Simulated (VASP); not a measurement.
Li, 1 atom in the cell. Symmetry: Im-3m, No. 229, cubic system. The conventional cell has a = 3.555 Å, b = 3.555 Å, c = 3.555 Å, α = 90.00°, β = 90.00°, γ = 90.00°. Within 4.1 Å of Li (site symmetry m-3m) lie 14 Li at 3.08 to 3.56 Å. 

| Quantity | Value |
| --- | --- |
| Program | VASP 6.6.1 |
| Task | single point |
| Functional | PBE |
| Potentials or basis | VASP PAW PBE potentials, release 64 (Li_sv) |
| Cutoff | 520 eV |
| k mesh | 11 × 11 × 11 |
| Occupations | fermi-dirac, width 0.05 eV |
| Spin | no spin polarisation |
| Dipole correction | no |
| Further INCAR settings | ALGO = Fast; EDIFF = 1e-06; NBANDS = 8 |

Potentials or basis: VASP PAW PBE potentials, release 64 (Li_sv).

The run is started by

```bash
$ cat potpaw_PBE.64/Li_sv/POTCAR > POTCAR
$ mpirun -np 1 vasp_std > vasp.out
```

Hardware: 1 thread of Intel Xeon 6975P-C, with other jobs on the host.

Problem. Estimate the wall time of this run.

Solution. Run time: 7 s on 1 thread of Intel Xeon 6975P-C, on a shared host, peak memory 0.13 GiB. Counts: scf iterations 15, k points 56.
